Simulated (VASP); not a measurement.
Crystal: SiO2.

```xyz
6
Lattice="4.2332 0.0000 0.0000 0.0000 4.2332 0.0000 0.0000 0.0000 2.6935" Properties=species:S:1:pos:R:3 pbc="T T T"
Si    0.0000    0.0000    0.0000
Si    2.1166    2.1166    1.3467
O     3.4155    0.8177    1.3467
O     1.2989    1.2989    0.0000
O     0.8177    3.4155    1.3467
O     2.9343    2.9343    0.0000
```

Program: VASP 6.6.1. Alike in all runs: task single point; no spin polarisation; cell as given; smearing gaussian 0.01 eV.

**Question.** Order these runs on this cell by their pressure, lowest first.
A. level r2SCAN; potentials or basis VASP PAW PBE potentials, release 64 (Si, O); k mesh 6 × 6 × 10; cutoff (eV) 660
B. level PBEsol; potentials or basis VASP PAW PBE potentials, release 64 (Si, O); k mesh 6 × 6 × 10; cutoff (eV) 600
C. level PBE; potentials or basis VASP PAW PBE potentials, release 64 (Si, O); k mesh 4 × 4 × 6; cutoff (eV) 600
D. level LDA; potentials or basis VASP PAW LDA potentials, release 64 (Si, O); k mesh 6 × 6 × 10; cutoff (eV) 600

**Answer.** D (-13.6 GPa), A (-9.7 GPa), B (-6.4 GPa), C (-0.4 GPa).

Caveats: the PAW data sets were made with another functional, which shifts forces and pressure a little (some runs).
